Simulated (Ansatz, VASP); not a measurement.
Al2O3 in VASP and in Ansatz

```xyz
5
Lattice="2.9786 0.0000 0.0000 -1.4893 2.5796 0.0000 0.0000 0.0000 7.3854" Properties=species:S:1:pos:R:3 pbc="T T T"
Al    0.0000    0.0000    2.0240
Al    0.0000    0.0000    5.3613
O     0.0000    1.7197    1.4296
O     1.4893    0.8599    5.9558
O     0.0000    0.0000    3.6927
```

Alike in both runs: functional PBEsol; dispersion D4; k mesh 12 × 12 × 4; no spin polarisation.

Ansatz relaxed the structure, and its values are those at the end. VASP's run is a single point on that final structure, the one shown.

|  | VASP | Ansatz |
| --- | --- | --- |
| version | VASP 6.6.1 | Ansatz 0.2.0 |
| potentials or method | VASP PAW PBE potentials, release 64 (Al, O) | plane waves, PAW |
| plane-wave cutoff (eV) | 520 | 420 |
| occupations | gaussian, width 0.01 eV | fixed |
| valence electrons in the cell | 24 | 24 |

|  | VASP | Ansatz | Ansatz less VASP |
| --- | --- | --- | --- |
| pressure (GPa) | 0.3 | 0.0 | -0.33 |
| rms of the force components (eV/Å) | 0.034 | 0.000 | -0.0335 |

VASP's potentials were made for PBE, not for PBEsol.
